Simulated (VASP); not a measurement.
Here is a VASP 6.6.1 calculation.

The input INCAR:

```
  AGGAC = 1.0
  AGGAX = 1.0
  ALDAC = 0.0
  ALDAX = 1.0
  ALGO = Normal
  EDIFF = 1E-6
  ENCUT = 520
  GGA = B5
  ISIF = 2
  ISMEAR = -1
  LASPH = T
  LCHARG = T
  LELF = T
  LREAL = F
  LVHAR = T
  LWAVE = F
  NBANDS = 14
  NELM = 100
  PREC = Accurate
  SIGMA = 0.1
```

Contents of KPOINTS:

```
k-points
0
Gamma
  8 8 8
```

POSCAR

```
Na
1.0
    0.0000000000      4.1125032584      4.1125032584
    4.1125032584      0.0000000000      4.1125032584
    4.1125032584      4.1125032584      0.0000000000
Na
2
Direct
    0.1250000000      0.1250000000      0.1250000000
    0.8750000000      0.8750000000      0.8750000000
```

Potentials or basis: VASP PAW PBE potentials, release 64 (Na_pv).

Command:

```bash
$ cat potpaw_PBE.64/Na_pv/POTCAR > POTCAR
$ mpirun -np 1 vasp_std > vasp.out
```

(1) Estimate the band gap on the k mesh.

(2) What does it give for the pressure?

Answers

(1) zero (band 7 reaches -0.55 eV, above the bottom of band 8 at -0.70 eV).

(2) -0.2 GPa.

Caveat: the PAW data sets were made with another functional, which shifts forces and pressure a little.
